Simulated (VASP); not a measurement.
# BP (I-4m2) in VASP: a series of runs

The runs below take BP through single point, with PBEsol.

Everything below comes from runs of VASP 6.6.1. Logs are shortened: lines on timing, memory, paths and dates and some standing lists are left out, and cuts for length are marked.

## (1) The cell of the first run

It takes space group I-4m2 (No. 119, tetragonal). The conventional cell has a = 3.228 Å, b = 3.228 Å, c = 4.499 Å, α = 90.00°, β = 90.00°, γ = 90.00°. B (site symmetry -4m2) has 4 P at 1.97 Å within 2.6 Å. Within 2.6 Å of P (site symmetry -4m2) lie 4 B at 1.97 Å.

## (2) Single point, PBEsol (in-plane strain +0.01, then relaxed in part)

Input file INCAR:

```
PREC = Accurate ; ENCUT = 520
EDIFF = 1E-6 ; ISMEAR = 0
SIGMA = 0.01 ; LREAL = False
LASPH = True ; NELM = 60
ALGO = Normal ; ISIF = 2
LWAVE = False ; LCHARG = True
GGA = PS ; LELF = True
LVHAR = True ; NBANDS = 11
```

Input file KPOINTS:

```
regular mesh
0
Gamma
  8 8 8
```

Input file POSCAR:

```
BP
1.0
    2.2826725682      2.2826725682      0.0000000000
   -2.2826725682      2.2826725682      0.0000000000
    0.0000000000      2.2826725682      2.2495677310
B P
1 1
Direct
    0.0000000000      0.0000000000      0.0000000000
    0.7500000000      0.2500000000      0.5000000000
```

Potentials or basis: VASP PAW PBE potentials, release 64 (B, P).

Run with:

```
cat potpaw_PBE.64/B/POTCAR potpaw_PBE.64/P/POTCAR > POTCAR
mpirun -np 1 vasp_std > vasp.out
```

OUTCAR:

```text
PREC = Accurate
   ENCUT = 520
   EDIFF = 1E-6
   ISMEAR = 0
   LREAL = False
   LASPH = True
   NELM = 60
   ISIF = 2
   GGA = PS

 ion  position               nearest neighbor table
   1  0.000  0.000  0.000-   2 1.97   2 1.97   2 1.97   2 1.97
   2  0.750  0.250  0.500-   1 1.97   1 1.97   1 1.97   1 1.97

  LATTYP: Found a body centered tetragonal cell.
 ALAT       =     3.2281865044
 C/A-ratio  =     1.3937036958

  Lattice vectors:

 A1 = (   2.2826725682,   0.0000000000,  -2.2495677310)
 A2 = (  -2.2826725682,   0.0000000000,  -2.2495677310)
 A3 = (   0.0000000000,   2.2826725682,   2.2495677310)

Analysis of symmetry for initial positions (statically):
=====================================================================
 Subroutine PRICEL returns:
 Original cell was already a primitive cell.

 Routine SETGRP: Setting up the symmetry group for a
 body centered tetragonal supercell.

 Subroutine GETGRP returns: Found  8 space group operations
 (whereof  8 operations were pure point group operations)
 out of a pool of 16 trial point group operations.

The static configuration has the point symmetry D_2d.

Analysis of symmetry for dynamics (positions and initial velocities):
=====================================================================
 Subroutine PRICEL returns:
 Original cell was already a primitive cell.

 Routine SETGRP: Setting up the symmetry group for a
 body centered tetragonal supercell.

 Subroutine GETGRP returns: Found  8 space group operations
 (whereof  8 operations were pure point group operations)
 out of a pool of 16 trial point group operations.

The dynamic configuration has the point symmetry D_2d.

 Subroutine INISYM returns: Found  8 space group operations
 (whereof  8 operations are pure point group operations),
 and found     1 'primitive' translations

----------------------------------------------------------------------------------------

                                     Primitive cell

  volume of cell :      23.4432

  direct lattice vectors                    reciprocal lattice vectors
     2.282672568  2.282672568  0.000000000     0.219041490  0.219041490 -0.222264924
    -2.282672568  2.282672568  0.000000000    -0.219041490  0.219041490 -0.222264924
     0.000000000  2.282672568  2.249567731     0.000000000  0.000000000  0.444529847

  length of vectors
     3.228186504  3.228186504  3.204863340     0.381261124  0.381261124  0.444529847

  position of ions in fractional coordinates (direct lattice)
     0.000000000  0.000000000  0.000000000
     0.750000000  0.250000000  0.500000000

  ion indices of the primitive-cell ions
   primitive index   ion index
                 1           1
                 2           2

----------------------------------------------------------------------------------------

 KPOINTS: regular mesh

Automatic generation of k-mesh.
 Grid dimensions read from file:
 generate k-points for:    8    8    8

 Generating k-lattice:

  Cartesian coordinates                     Fractional coordinates (reciprocal lattice)
     0.027380186  0.027380186 -0.027783115     0.125000000  0.000000000 -0.000000000
    -0.027380186  0.027380186 -0.027783115     0.000000000  0.125000000 -0.000000000
     0.000000000  0.000000000  0.055566231     0.000000000  0.000000000  0.125000000

  Length of vectors
     0.047657641  0.047657641  0.055566231

  Shift w.r.t. Gamma in fractional coordinates (k-lattice)
     0.000000000  0.000000000  0.000000000

 Subroutine IBZKPT returns following result:
 ===========================================

 Found     59 irreducible k-points:

 Following reciprocal coordinates:
            Coordinates               Weight
  0.000000  0.000000  0.000000      1.000000
  0.125000  0.000000 -0.000000      8.000000
  0.250000  0.000000 -0.000000      8.000000
  0.375000  0.000000 -0.000000      8.000000
  0.500000  0.000000 -0.000000      4.000000
  0.125000  0.125000 -0.000000      8.000000
[... 16 lines left out ...]
  0.250000  0.000000  0.125000      4.000000
  0.375000  0.000000  0.125000      8.000000
 [... further k-points ...]
   k-points           NKPTS =     59   k-points in BZ     NKDIM =     59   number of bands    NBANDS=     11
   number of dos      NEDOS =    301   number of ions     NIONS =      2
   total plane-waves  NPLWV =  13824
   dimension x,y,z NGX =    24 NGY =   24 NGZ =   24
   dimension x,y,z NGXF=    48 NGYF=   48 NGZF=   48
   ions per type =               1   1
   NGX,Y,Z   is equivalent  to a cutoff of  12.36, 12.36, 12.45 a.u.
   NGXF,Y,Z  is equivalent  to a cutoff of  24.72, 24.72, 24.90 a.u.
 SYSTEM =  unknown system
   PREC   = accura    normal or accurate (medium, high low for compatibility)
   ISTART =      0    job   : 0-new  1-cont  2-samecut
   ICHARG =      2    charge: 1-file 2-atom 10-const
   ISPIN  =      1    spin polarized calculation?
   LNONCOLLINEAR =      F non collinear calculations
   LSORBIT =      F    spin-orbit coupling
   LASPH  =      T    aspherical Exc in radial PAW
   ENCUT  =  520.0 eV  38.22 Ry    6.18 a.u.   6.00  6.00  5.96*2*pi/ulx,y,z
   NELM   =     60;   NELMIN=  2; NELMDL= -5     # of ELM steps
   EDIFF  = 0.1E-05   stopping-criterion for ELM
   LREAL  =      F    real-space projection
   EDIFFG = 0.1E-04   stopping-criterion for IOM
   NSW    =      0    number of steps for IOM
   IBRION =     -1    ionic relax: 0-MD 1-quasi-New 2-CG
   NFREE  =      0    steps in history (QN), initial steepest desc. (CG)
   ISIF   =      2    stress and relaxation
   ISYM   =      2    0-nonsym 1-usesym 2-fastsym
   POTIM  = 0.5000    time-step for ionic-motion
   TEBEG  =    0.0;   TEEND  =   0.0 temperature during run
   PSTRESS=    0.0 pullay stress
   NELECT =       8.0000    total number of electrons
   NUPDOWN=      -1.0000    fix difference up-down
   EMIN   =  10.00;   EMAX   =-10.00  energy-range for DOS
   EFERMI =   0.00;   METHOD = LEGACY
   ISMEAR =     0;   SIGMA  =   0.01  broadening in eV -4-tet -1-fermi 0-gaus
   EFERMI_NEDOS =   21; number of points for ismear=-14 and -15
   IALGO  =     38    algorithm
   IMIX   =      4    mixing-type and parameters
     AMIX     =   0.40;   BMIX     =  1.00
     AMIX_MAG =   1.60;   BMIX_MAG =  1.00
  volume/ion in A,a.u.               =      11.72        79.10
  Fermi-wavevector in a.u.,A,eV,Ry     =   1.144018  2.161880 17.806984  1.308776
  Thomas-Fermi vector in A             =   2.280711
   LORBIT       =      0    0 simple, 1 ext, 2 COOP (PROOUT), +10 PAW based schemes
   GGA     = PS    functional components
   LHFCALC =     F    Hartree Fock is set to
   AEXX    =    0.0000 exact exchange contribution
   IVDW    =     0    specifies the selected vdW correction
   LEPSILON=     F    determine dielectric tensor
   LRPA    =     F    only Hartree local field effects (RPA)
 non-spin polarized calculation
 Gauss-broadening in eV      SIGMA  =   0.01
  energy-cutoff  :      520.00
  volume of cell :       23.44
 maximum number of plane-waves:       643
   NGX = 13   NGY = 13   NGZ = 11

 number of electron       8.0000000 magnetization

 Free energy of the ion-electron system (eV)
  ---------------------------------------------------
  ext. energy  EPLUGINS =         0.00000000
  ---------------------------------------------------
  free energy    TOTEN  =       -13.66650874 eV

  energy without entropy =      -13.66650874  energy(sigma->0) =      -13.66650874

 E-fermi :   7.5817     XC(G=0): -11.0313

 val. band max:        7.4599595349   @ k =   0.0000   0.0000   0.0000
 cond. band min:       8.4080646706   @ k =   0.0000   0.0000   0.3750
 fundamental gap:      0.9481051357
 Fermi energy:         7.5816671441

 k-point     1 :       0.0000    0.0000    0.0000
  band No.  band energies     occupation
      1      -8.1016      2.00000
      2       7.3198      2.00000
      3       7.3198      2.00000
      4       7.4600      2.00000
      5      10.6646      0.00000
      6      10.7462      0.00000
      7      10.7462      0.00000
      8      14.6545      0.00000
      9      18.5856      0.00000
     10      19.2843      0.00000
     11      19.6641      0.00000

 k-point     2 :       0.1250    0.0000   -0.0000
  band No.  band energies     occupation
      1      -7.8204      2.00000
      2       5.4981      2.00000
      3       6.8801      2.00000
      4       6.9905      2.00000
      5      11.1951      0.00000
      6      11.3337      0.00000
      7      11.3427      0.00000
      8      15.4419      0.00000
      9      18.3863      0.00000
     10      18.6646      0.00000
     11      19.4339      0.00000

 k-point     3 :       0.2500    0.0000   -0.0000
  band No.  band energies     occupation
      1      -6.9950      2.00000
      2       2.4986      2.00000
      3       6.1719      2.00000
      4       6.3153      2.00000
      5      11.2824      0.00000
      6      12.0578      0.00000
      7      12.1160      0.00000
      8      16.8557      0.00000
      9      18.2128      0.00000
     10      18.2985      0.00000
     11      20.1675      0.00000

 k-point     4 :       0.3750    0.0000   -0.0000
  band No.  band energies     occupation
      1      -5.7296      2.00000
      2      -0.2336      2.00000
      3       5.6800      2.00000
      4       5.8534      2.00000
      5      11.1231      0.00000
      6      12.0611      0.00000
      7      12.2108      0.00000
      8      17.3451      0.00000
      9      19.8605      0.00000
     10      19.9718      0.00000
     11      20.9901      0.00000
[... 239 lines left out ...]
 k-point    22 :       0.0000    0.0000    0.1250
  band No.  band energies     occupation
      1      -7.7192      2.00000
      2       6.1244      2.00000
      3       6.1244      2.00000
      4       6.2812      2.00000
      5       9.9995      0.00000
      6      12.3393      0.00000
      7      12.3393      0.00000
      8      14.8842      0.00000
      9      17.9072      0.00000
     10      19.7002      0.00000
     11      19.8256      0.00000

 k-point    23 :       0.2500    0.0000    0.1250
  band No.  band energies     occupation
      1      -7.3636      2.00000
      2       4.3166      2.00000
      3       5.1215      2.00000
      4       6.8527      2.00000
      5      11.4885      0.00000
      6      11.7600      0.00000
      7      12.4351      0.00000
      8      15.6837      0.00000
      9      17.0234      0.00000
     10      19.4110      0.00000
     11      20.6072      0.00000

 k-point    24 :       0.3750    0.0000    0.1250
  band No.  band energies     occupation
      1      -6.3835      2.00000
      2       1.7043      2.00000
      3       4.3317      2.00000
      4       6.1300      2.00000
      5      11.6830      0.00000
      6      12.2698      0.00000
      7      13.0646      0.00000
      8      16.1858      0.00000
      9      17.1674      0.00000
     10      20.4318      0.00000
     11      22.0034      0.00000

 [... further k-points ...]
[... 5 lines left out ...]
  --------------------------------------------------------------------------------------
  -------------------------------------------------------------------------------------
  Total       -0.5331491     -0.5331491      0.0147795      0.0000000      0.0000000     -0.0000000
  in kB      -36.4370267    -36.4370267      1.0100761      0.0000000      0.0000000     -0.0000000
  external PRESSURE =     -23.9546591 kB  Pullay stress =       0.0000000 kB

 VOLUME and BASIS-vectors are now :
 -----------------------------------------------------------------------------
  energy-cutoff  :      520.00
  volume of cell :       23.44
      direct lattice vectors                 reciprocal lattice vectors
     2.282672568  2.282672568  0.000000000     0.219041490  0.219041490 -0.222264924
    -2.282672568  2.282672568  0.000000000    -0.219041490  0.219041490 -0.222264924
     0.000000000  2.282672568  2.249567731     0.000000000  0.000000000  0.444529847

 POSITION                                       TOTAL-FORCE (eV/Angst)
 -----------------------------------------------------------------------------------
      0.00000      0.00000      0.00000         0.000000     -0.000000      0.000000
      1.14134      3.42401      1.12478        -0.000000      0.000000      0.000000
 -----------------------------------------------------------------------------------
    total drift:                                0.000000      0.000000     -0.000000

  FREE ENERGIE OF THE ION-ELECTRON SYSTEM (eV)
  ---------------------------------------------------
  free  energy   TOTEN  =       -13.6665087392 eV

  energy  without entropy=      -13.6665087392  energy(sigma->0) =      -13.66650874
```

Wall time 4.8 s (1 thread of Intel Xeon 6975P-C (Granite Rapids), shared host); peak memory 0.14 GiB.

Results:

- Free energy: -13.6665 eV
- Pressure: -2.4 GPa
- Band gap on the k mesh: 0.95 eV, indirect (least direct gap 3.20 eV)

Stress tensor (GPa, compression positive):
```
-3.64  0.00  0.00
 0.00 -3.64  0.00
 0.00  0.00  0.10
```

Caveat: the cell differs from its parent crystal (in-plane strain +0.01, then relaxed in part); the PAW data sets were made with another functional, which shifts forces and pressure a little.

[end of part 1 of 2]
